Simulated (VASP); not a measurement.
Input of a VASP 6.6.1 run:

INCAR

```
  PREC = Accurate
  ENCUT = 600
  EDIFF = 1E-7
  ISMEAR = 0
  SIGMA = 0.02
  LREAL = F
  LASPH = T
  NELM = 100
  ALGO = Normal
  ISIF = 3
  LWAVE = F
  LCHARG = F
  GGA = PS
  IBRION = 2
  NSW = 100
  EDIFFG = -0.002
```

File KPOINTS:

```
regular mesh
0
Gamma
  9 9 6
```

The input POSCAR:

```
AlN
1.0
    3.1120000000      0.0000000000      0.0000000000
   -1.5560000000      2.6950710566      0.0000000000
    0.0000000000      0.0000000000      4.9820000000
Al N
2 2
Direct
    0.3333333333      0.6666666667      0.0000000000
    0.6666666667      0.3333333333      0.5000000000
    0.3333333333      0.6666666667      0.3820000000
    0.6666666667      0.3333333333      0.8820000000
```

Potentials or basis: VASP PAW PBE potentials, release 64 (Al, N).

Run with:

```console
$ cat potpaw_PBE.64/Al/POTCAR potpaw_PBE.64/N/POTCAR > POTCAR
$ mpirun -np 1 vasp_std > vasp.out
```

Task: Predict the relaxed cell.

Result: a = 3.113 Å, b = 3.113 Å, c = 4.982 Å, α = 90.00°, β = 90.00°, γ = 120.00°.

Task: Predict the space group after relaxing (to 0.05 Å).

Result: P6_3mc (No. 186).

Task: What does it give for the band gap on the k mesh?

Result: 4.12 eV, direct.

Task: Predict the relaxed volume.

Result: 10.45 Å³/atom.

Final structure:
```yaml
crystal:
  lattice:
    - [3.11292, 0.00000, 0.00000]
    - [-1.55646, 2.69587, 0.00000]
    - [0.00000, 0.00000, 4.98248]
  atoms:
    - { symbol: Al, position: [0.33333, 0.66667, 0.00002] }
    - { symbol: Al, position: [0.66667, 0.33333, 0.50002] }
    - { symbol: N, position: [0.33333, 0.66667, 0.38199] }
    - { symbol: N, position: [0.66667, 0.33333, 0.88198] }
```

Caveat: the PAW data sets were made with another functional, which shifts forces and pressure a little. A k mesh can miss the band edges.
